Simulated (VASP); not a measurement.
Write the native input for VASP 6.6.1 that does the following.

| Property | Result |
| --- | --- |
| Task | single point |
| Functional | PBE |
| Potentials or basis | VASP PAW PBE potentials, release 64 (Ni, Se) |
| Cutoff | 520 eV |
| k mesh | 6 × 6 × 6 |
| Occupations | gaussian, width 0.1 eV |
| Spin | collinear spin, ferromagnetic start |
| Starting moments | [2.0, 2.0, 2.0, 0.0] μB |
| Dipole correction | no |
| Further INCAR settings | ALGO = Normal; EDIFF = 1e-07; NBANDS = 30 |

The structure of Ni3Se lies in POSCAR:

```
Ni3Se
1.0
    3.7810065612      0.0000000000      0.0000000000
    0.0000000000      3.7810065612      0.0000000000
    0.0000000000      0.0000000000      3.7810065612
Ni Se
3 1
Direct
    0.0000000000      0.5000000000      0.5000000000
    0.5000000000      0.0000000000      0.5000000000
    0.5000000000      0.5000000000      0.0000000000
    0.0000000000      0.0000000000      0.0000000000
```

These files were run (other wordings do the same):

INCAR

```
  ALGO = Normal
  EDIFF = 1E-7
  ENCUT = 520
  GGA = PE
  ISIF = 2
  ISMEAR = 0
  ISPIN = 2
  LASPH = True
  LCHARG = False
  LMAXMIX = 4
  LORBIT = 11
  LREAL = False
  LWAVE = False
  MAGMOM = 2 2 2 0
  NBANDS = 30
  NELM = 150
  PREC = Accurate
  SIGMA = 0.1
```

KPOINTS

```
k-points
0
Gamma
  6 6 6
```

Potentials or basis: VASP PAW PBE potentials, release 64 (Ni, Se).

Run with:

```sh
$ cat potpaw_PBE.64/Ni/POTCAR potpaw_PBE.64/Se/POTCAR > POTCAR
$ mpirun -np 1 vasp_std > vasp.out
```

It gave:

The pressure is -11.3 GPa, the net moment is 2.14 μB per cell and the site moments are Ni +0.67; Se +0.14 μB. The valence electrons inside the program's atomic spheres are Ni 9.10; Se 3.72.

Caveat: the cell stands under tension.

Wall time 49 s on 1 thread of Intel(R) Xeon(R) Platinum 8375C CPU @ 2.90GHz (Ice Lake), on a shared host, peak memory 0.2 GiB.
